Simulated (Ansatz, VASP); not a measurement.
# HfSiO4: VASP beside Ansatz

```
CELL_PARAMETERS angstrom
-3.28625 3.28625 2.98160
3.28625 -3.28625 2.98160
3.28625 3.28625 -2.98160
ATOMIC_POSITIONS crystal
Hf 0.75000 0.25000 0.50000
Hf 0.99441 0.00445 0.00289
Si 0.25000 0.75000 0.50000
Si 0.50000 0.50000 0.00000
O 0.13530 0.31980 0.81550
O 0.06980 0.75430 0.68450
O 0.50430 0.31980 0.18450
O 0.06980 0.38530 0.31550
O 0.61470 0.93020 0.68450
O 0.68020 0.86470 0.18450
O 0.24570 0.93020 0.31550
O 0.68020 0.49570 0.81550
```

Alike in both runs: task single point; functional PBE; k mesh 6 × 6 × 6; occupations gaussian, width 0.05 eV; no spin polarisation.

```csv
,VASP,Ansatz
version,VASP 6.6.1,Ansatz 0.2.0
potentials or method,"VASP PAW PBE potentials, release 64 (Hf_pv, Si, O), cutoff 520 eV","scalar-relativistic, plane waves, PAW"
valence electrons in the cell,76,108
```

Ansatz gave:

```
gap on the k mesh at the Fermi level (eV)                     : 5.44
pressure (GPa)                                                : 7.6
traceless stress, the component that is largest in VASP (GPa) : 0.48
rms of the force components (eV/Å)                            : 0.254
```

Problem. Estimate VASP's values.

Solution. gap on the k mesh at the Fermi level (eV): 5.39; pressure (GPa): 5.9; traceless stress, the component that is largest in VASP (GPa): 0.74; rms of the force components (eV/Å): 0.315.

Atom by atom the forces differ by 0.092 eV/Å (rms over components). VASP's potentials hold 76 valence electrons a cell and Ansatz's 108, so a difference there can come from the potentials and not from the codes.

Spin-orbit coupling is off throughout.
